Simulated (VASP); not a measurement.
**LaF5: relaxation of cell and atoms with PBE**

LaF5:

```
La F
1.0
     0.00000    3.25940    3.25940
     3.25940    0.00000    3.25940
     3.25940    3.25940    0.00000
La F
1 5
Direct
  0.00000 0.00000 0.00000
  0.37432 0.37432 0.87705
  0.37432 0.87705 0.37432
  0.87705 0.37432 0.37432
  0.37432 0.37432 0.37432
  0.75000 0.75000 0.75000
```

```
Program                : VASP 6.6.1
Task                   : relaxation of cell and atoms
Functional             : PBE
Potentials or basis    : VASP PAW PBE potentials, release 64 (La, F)
Cutoff                 : 600 eV
k mesh                 : 10 × 10 × 10
Occupations            : gaussian, width 0.1 eV
Spin                   : no spin polarisation
Dipole correction      : no
Further INCAR settings : ALGO = Normal; EDIFF = 1e-06; IBRION = 2; EDIFFG = -0.01; NSW = 100; ISIF = 3
```

```yaml
Relaxed_volume: 11.48 Å³/atom
Relaxed_cell: a = 4.601 Å, b = 4.601 Å, c = 4.601 Å, α = 60.00°, β = 60.00°, γ = 60.00°
Space_group_after_relaxing_to_0.05_Å: F-43m (No. 216)
Energy_gained_by_relaxing: 0.1 meV/atom
Ionic_steps: 2
Pressure_after_relaxing: 0.0 GPa
Largest_force_after_relaxing: 0.005 eV/Å
Band_gap_on_the_k_mesh: zero (band 23 reaches 2.76 eV, above the bottom of band 24 at 2.22 eV)
```

Forces on the atoms (eV/Å):
```
La   0.000  0.000  0.000
F   -0.003 -0.003  0.003
F   -0.003  0.003 -0.003
F    0.003 -0.003 -0.003
F    0.003  0.003  0.003
F    0.000  0.000  0.000
```

Step by step:
```csv
step,energy change (eV),largest force (eV/Å),pressure (GPa),volume (Å³)
1,0.0000,0.0085,-0.50,69.25
2,-0.0006,0.0053,0.04,68.89
```

Final structure:
```cif
data_structure
_symmetry_space_group_name_H-M 'P 1'
_symmetry_Int_Tables_number 1
_cell_length_a 4.6015
_cell_length_b 4.6015
_cell_length_c 4.6015
_cell_angle_alpha 60.000
_cell_angle_beta 60.000
_cell_angle_gamma 60.000
_cell_volume 68.89
loop_
_atom_site_label
_atom_site_type_symbol
_atom_site_fract_x
_atom_site_fract_y
_atom_site_fract_z
_atom_site_occupancy
La1 La 0.00000 0.00000 0.00000 1
F1 F 0.37428 0.37428 0.87716 1
F2 F 0.37428 0.87716 0.37428 1
F3 F 0.87716 0.37428 0.37428 1
F4 F 0.37428 0.37428 0.37428 1
F5 F 0.75000 0.75000 0.75000 1
```

Levels at points of the mesh, in eV from the Fermi level:
| k point | band 19 | band 20 | band 21 | band 22 | band 23 | band 24 | band 25 | band 26 | band 27 |
| --- | --- | --- | --- | --- | --- | --- | --- | --- | --- |
| (0.00, 0.00, 0.00) | -0.56 | -0.56 | -0.56 | 0.31 | 0.31 | 0.31 | 4.97 | 4.97 | 4.98 |
| (0.50, 0.00, 0.00) | -0.80 | -0.54 | -0.42 | -0.42 | 0.07 | 0.07 | 4.95 | 4.96 | 4.97 |
| (0.50, 0.50, 0.00) | -1.82 | -0.65 | -0.57 | -0.57 | -0.04 | -0.04 | 4.93 | 4.93 | 4.95 |

Wall time 8.3 min on 1 thread of AMD EPYC 7R13 (shared host), peak memory 0.29 GiB.

Caveat: spin-orbit coupling is left out, which moves the levels of the heavy elements.
